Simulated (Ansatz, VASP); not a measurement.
**HfN in VASP and in Ansatz**

File INCAR:

```
  ALGO = Normal
  EDIFF = 1E-6
  ENCUT = 520
  GGA = PE
  ISIF = 2
  ISMEAR = 0
  LASPH = True
  LCHARG = False
  LREAL = False
  LWAVE = False
  NBANDS = 14
  NELM = 80
  PREC = Accurate
  SIGMA = 0.1
```

File KPOINTS:

```
k-points
0
Gamma
  14 14 14
```

Contents of POSCAR:

```
HfN
1.0
    0.0000000000      2.3917085264      2.3917085264
    2.3917085264      0.0000000000      2.3917085264
    2.3917085264      2.3917085264      0.0000000000
Hf N
1 1
Direct
    0.0000000000      0.0000000000      0.0000000000
    0.7500000000      0.7500000000      0.7500000000
```

Input for Ansatz:

```yaml
crystal:
  lattice:
    - [0.0, 2.3917085264, 2.3917085264]
    - [2.3917085264, 0.0, 2.3917085264]
    - [2.3917085264, 2.3917085264, 0.0]
  atoms:
    - { symbol: Hf, position: [0.0, 0.0, 0.0] }
    - { symbol: "N", position: [0.75, 0.75, 0.75] }
basis:
  ecutwfc: 420
kpoints:
  mp_grid: { grid: [14, 14, 14] }
hamiltonian:
  xc: pbe
scf:
  occupations: { method: gaussian, width: 0.1 }
output:
  forces: true
  stress: true
  eigenvalues: true
  populations: true
```

Alike in both runs: task single point; functional PBE; k mesh 14 × 14 × 14; occupations gaussian, width 0.1 eV; no spin polarisation.

```csv
,VASP,Ansatz
version,VASP 6.6.1,Ansatz 0.2.0
potentials or method,"VASP PAW PBE potentials, release 64 (Hf_pv, N), cutoff 520 eV","scalar-relativistic, plane waves, PAW"
valence electrons in the cell,15,31
```

|  | VASP | Ansatz | Ansatz less VASP |
| --- | --- | --- | --- |
| gap on the k mesh at the Fermi level (eV) | none | none | - |
| pressure (GPa) | 17.5 | 18.4 | +0.92 |

A gap of «none» marks a metal or a gap that the smearing closes. The functional is the same, so the differences come from potentials, cutoffs and numerics. VASP's potentials hold 15 valence electrons a cell and Ansatz's 31, so a difference there can come from the potentials and not from the codes.

Spin-orbit coupling is off throughout.
